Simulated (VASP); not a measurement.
HgTe, 2 atoms in the cell. Symmetry: I-4m2, No. 119, tetragonal system. The conventional cell has a = 4.559 Å, b = 4.559 Å, c = 6.511 Å, α = 90.00°, β = 90.00°, γ = 90.00°. Hg (site symmetry -4m2) has 4 Te at 2.80 Å within 3.7 Å. Within 3.7 Å of Te (site symmetry -4m2) lie 4 Hg at 2.80 Å.  This cell differs from its parent crystal: zz strain of +1 %.

```yaml
Program: VASP 6.6.1
Task: single point
Functional: LDA
Potentials_or_basis: VASP PAW LDA potentials, release 64 (Hg, Te)
Cutoff: 520 eV
k_mesh: 11 × 11 × 11
Occupations: fermi-dirac, width 0.03 eV
Spin: no spin polarisation
Dipole_correction: no
Further_INCAR_settings: ALGO = Normal; EDIFF = 1e-07; NBANDS = 16
```

Potentials or basis: VASP PAW LDA potentials, release 64 (Hg, Te).

Command:

```console
$ cat potpaw_LDA.64/Hg/POTCAR potpaw_LDA.64/Te/POTCAR > POTCAR
$ mpirun -np 1 vasp_std > vasp.out
```

Hardware: 1 thread of AMD EPYC 9R45 96-Core Processor (Zen 5) (shared host).

Task: Estimate the wall time of this run.

Result: It took 55 s on 1 thread of AMD EPYC 9R45 96-Core Processor (Zen 5) (shared host), peak memory 0.24 GiB. Counts: scf iterations 13, k points 126.
